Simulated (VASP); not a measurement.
Here is a VASP 6.6.1 calculation.

The input INCAR:

```
ALGO = Normal
EDIFF = 1E-7
ENCUT = 520
GGA = PE
ISIF = 2
ISMEAR = 1
IVDW = 12
LASPH = True
LCHARG = True
LELF = True
LREAL = False
LVHAR = True
LWAVE = False
NBANDS = 11
NELM = 80
PREC = Accurate
SIGMA = 0.15
```

File KPOINTS:

```
k-points
0
Gamma
  8 8 8
```

POSCAR

```
Hf
1.0
    0.0054380000      2.2237810000      2.2376680000
    2.2171030000     -0.0098260000      2.2529320000
    2.1900340000      2.2119760000      0.0172430000
Hf
1
Direct
    0.0210260000     -0.0098610000      0.0040800000
```

Potentials or basis: VASP PAW PBE potentials, release 64 (Hf_pv).

The run is started by

```bash
$ cat potpaw_PBE.64/Hf_pv/POTCAR > POTCAR
$ mpirun -np 1 vasp_std > vasp.out
```

What does it give for the band gap on the k mesh?

Zero (band 5 reaches 6.15 eV, above the bottom of band 6 at 4.46 eV).

Predict the dispersion energy per atom.

-0.461 eV.

What does it give for the pressure?

-0.8 GPa.

Stress tensor (GPa, compression positive):
```
-0.02  0.53 -0.73
 0.53 -0.95 -0.02
-0.73 -0.02 -1.44
```

Caveat: the cell differs from its parent crystal (the cell strained at random); spin-orbit coupling is left out, which moves the levels of the heavy elements; pairwise dispersion overbinds metals, which lowers pressure and volume.
